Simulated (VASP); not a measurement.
Here is a VASP 6.6.1 calculation.

The input INCAR:

```
ALGO = Normal
EDIFF = 1E-7
ENCUT = 520
GGA = PE
ISIF = 2
ISMEAR = 0
LASPH = T
LCHARG = F
LREAL = F
LWAVE = F
NBANDS = 11
NELM = 100
PREC = Accurate
SIGMA = 0.01
```

KPOINTS

```
k-points
0
Gamma
  10 10 10
```

The input POSCAR:

```
BN
1.0
    0.0000000000      1.8658463087      1.8658463087
    1.8658463087      0.0000000000      1.8658463087
    1.8658463087      1.8658463087      0.0000000000
B N
1 1
Direct
    0.0000000000      0.0000000000      0.0000000000
    0.2500000000      0.2500000000      0.2500000000
```

Potentials or basis: VASP PAW PBE potentials, release 64 (B, N).

Launch:

```console
$ cat potpaw_PBE.64/B/POTCAR potpaw_PBE.64/N/POTCAR > POTCAR
$ mpirun -np 1 vasp_std > vasp.out
```

Q: Estimate the band gap on the k mesh.

A: 4.35 eV, indirect (least direct gap 8.37 eV).

Q: Predict the pressure.

A: -27.6 GPa.

A k mesh can miss the band edges. Expect the measured gap to be larger: semilocal functionals such as PBE lack the derivative discontinuity.
